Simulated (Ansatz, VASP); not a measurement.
## Two plane-wave programs on Al

```
Al
1.0
     2.81442    0.00000    0.00000
    -1.40721    2.43736    0.00000
     0.00000    0.00000    9.24105
Al
4
Direct
  0.00000 0.00000 0.00000
  0.18974 0.37947 0.25000
  0.00000 0.00000 0.50000
  0.66667 0.33333 0.75000
```

Alike in both runs: task single point; functional PBE; dispersion D3(BJ); k mesh 18 × 18 × 4; occupations gaussian, width 0.15 eV; no spin polarisation.

|  | VASP | Ansatz |
| --- | --- | --- |
| version | VASP 6.6.1 | Ansatz 0.2.0 |
| potentials or method | VASP PAW PBE potentials, release 64 (Al), cutoff 520 eV | scalar-relativistic, plane waves, PAW |
| valence electrons in the cell | 12 | 12 |

|  | VASP | Ansatz | Ansatz less VASP |
| --- | --- | --- | --- |
| gap on the k mesh at the Fermi level (eV) | none | none | - |
| pressure (GPa) | 3.2 | 3.2 | 0.00 |
| traceless stress, the component that is largest in VASP (GPa) | 5.23 | 5.23 | -0.008 |
| rms of the force components (eV/Å) | 0.487 | 0.487 | -0.0001 |

Atom by atom the forces differ by 0.000 eV/Å (rms over components). A gap of «none» marks a metal or a gap that the smearing closes.
